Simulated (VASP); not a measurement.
Input of a VASP 6.6.1 run:

Contents of INCAR:

```
PREC     = Accurate       # precision mode
ENCUT    = 520            # plane-wave cutoff, eV
EDIFF    = 1E-6           # SCF threshold, eV
ISMEAR   = -1             # smearing method
SIGMA    = 0.05           # smearing width, eV
LREAL    = False          # projectors in reciprocal space
LASPH    = True           # aspherical terms in the spheres
NELM     = 100            # most SCF steps
ALGO     = Fast           # electronic algorithm
ISIF     = 2              # what is computed and relaxed
LWAVE    = False          # write WAVECAR
LCHARG   = False          # write CHGCAR
GGA      = PE             # functional
NBANDS   = 13             # bands
```

The input KPOINTS:

```
Automatic mesh
0
Gamma
  12 12 12
```

The input POSCAR:

```
Mo
1.0
   -1.5943890000      1.5912960000      1.5845360000
    1.6123860000     -1.5430600000      1.5542960000
    1.6065880000      1.5552580000     -1.5362990000
Mo
1
Direct
   -0.0048930000     -0.0285050000     -0.0279780000
```

Potentials or basis: VASP PAW PBE potentials, release 64 (Mo_sv).

Run with:

```console
$ cat potpaw_PBE.64/Mo_sv/POTCAR > POTCAR
$ mpirun -np 1 vasp_std > vasp.out
```

(1) What does it give for the band gap on the k mesh?

(2) What does it give for the pressure?

Results:

(1) zero (bands 7 and 8 overlap by 4.72 eV).

(2) -1.1 GPa.

Caveat: the cell differs from its parent crystal (the cell strained at random); the stress differs along the axes, from -6 to 2 GPa.
